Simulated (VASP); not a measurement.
CO2, 3 atoms in the cell. The cell holds a molecule in a box, 3 atoms: a = 10.900 Å, b = 9.200 Å, c = 10.700 Å, α = 90.00°, β = 90.00°, γ = 90.00°. 

* Program: VASP 6.6.1
* Task: single point
* Functional: PBE
* Dispersion: D3(BJ)
* Potentials or basis: VASP PAW PBE potentials, release 64 (C, O)
* Cutoff: 520 eV
* k mesh: 1 × 1 × 1
* Occupations: gaussian, width 0.01 eV
* Spin: no spin polarisation
* Dipole correction: no
* Further INCAR settings: ALGO = Normal; EDIFF = 1e-06; NBANDS = 15

Potentials or basis: VASP PAW PBE potentials, release 64 (C, O).

Run with:

```sh
$ cat potpaw_PBE.64/C/POTCAR potpaw_PBE.64/O/POTCAR > POTCAR
$ mpirun -np 1 vasp_gam > vasp.out
```

Hardware: 1 thread of Intel(R) Xeon(R) Platinum 8375C CPU @ 2.90GHz (Ice Lake), on a shared host.

Task: Estimate the wall time of this run.

Result: It took 65 s on 1 thread of Intel(R) Xeon(R) Platinum 8375C CPU @ 2.90GHz (Ice Lake), on a shared host, peak memory 0.86 GiB. Counts: scf iterations 21, k points 1.
